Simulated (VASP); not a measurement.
Wanted: the native input for a VASP 6.6.1 run.

```
Task                   : single point
Functional             : r2SCAN
Potentials or basis    : VASP PAW PBE potentials, release 64 (Sn_d, Se)
Cutoff                 : 520 eV
k mesh                 : 12 × 12 × 4
Occupations            : gaussian, width 0.01 eV
Spin                   : no spin polarisation
Dipole correction      : no
Further INCAR settings : ALGO = Normal; EDIFF = 1e-07; NBANDS = 20
```

The system is SnSe2.

```
Sn Se
1.0
     3.82515    0.00000    0.00000
    -1.91257    3.31268    0.00000
     0.00000    0.00000    6.22708
Sn Se
1 2
Cartesian
  0.0000 0.0000 0.0000
  0.0000 2.2085 1.5759
  1.9126 1.1042 4.6511
```

These files were run (other wordings do the same):

POSCAR

```
SnSe2
1.0
    3.8251491970      0.0000000000      0.0000000000
   -1.9125745985      3.3126763779      0.0000000000
    0.0000000000      0.0000000000      6.2270814990
Sn Se
1 2
Direct
    0.0000000000      0.0000000000      0.0000000000
    0.3333333333      0.6666666667      0.2530781084
    0.6666666667      0.3333333333      0.7469218916
```

INCAR.step1

```
SYSTEM = SnSe2
PREC = Accurate
ENCUT = 520
ISMEAR = 0
SIGMA = 0.01
LREAL = .FALSE.
LASPH = .TRUE.
NELM = 100
NBANDS = 20
GGA = PE
ALGO = Normal
EDIFF = 1E-4
LWAVE = .TRUE.
LCHARG = .FALSE.
```

INCAR.step2

```
SYSTEM = SnSe2
PREC = Accurate
ENCUT = 520
EDIFF = 1E-7
ISMEAR = 0
SIGMA = 0.01
LREAL = .FALSE.
LASPH = .TRUE.
NELM = 100
ALGO = Normal
ISIF = 2
LWAVE = .FALSE.
LCHARG = .FALSE.
METAGGA = R2SCAN
LMIXTAU = .TRUE.
NBANDS = 20
ISTART = 1
```

KPOINTS

```
regular mesh
0
G
  12 12 4
  0 0 0
```

Potentials or basis: VASP PAW PBE potentials, release 64 (Sn_d, Se).

The run is started by

```sh
$ cat potpaw_PBE.64/Sn_d/POTCAR potpaw_PBE.64/Se/POTCAR > POTCAR
$ cp INCAR.step1 INCAR
$ mpirun -np 1 vasp_std > vasp.out
$ cp INCAR.step2 INCAR
$ mpirun -np 1 vasp_std > vasp.out
```

Results of the run:

- Pressure: 1.0 GPa
- Largest force: 0.016 eV/Å
- Band gap on the k mesh: 1.01 eV (least direct gap 1.49 eV)

Caveat: the PAW data sets were made with another functional, which shifts forces and pressure a little; spin-orbit coupling is left out, which moves the levels of the heavy elements.

Run time: 3.4 min on 1 thread of AMD EPYC 9R45 96-Core Processor (Zen 5) (shared host), peak memory 0.24 GiB.
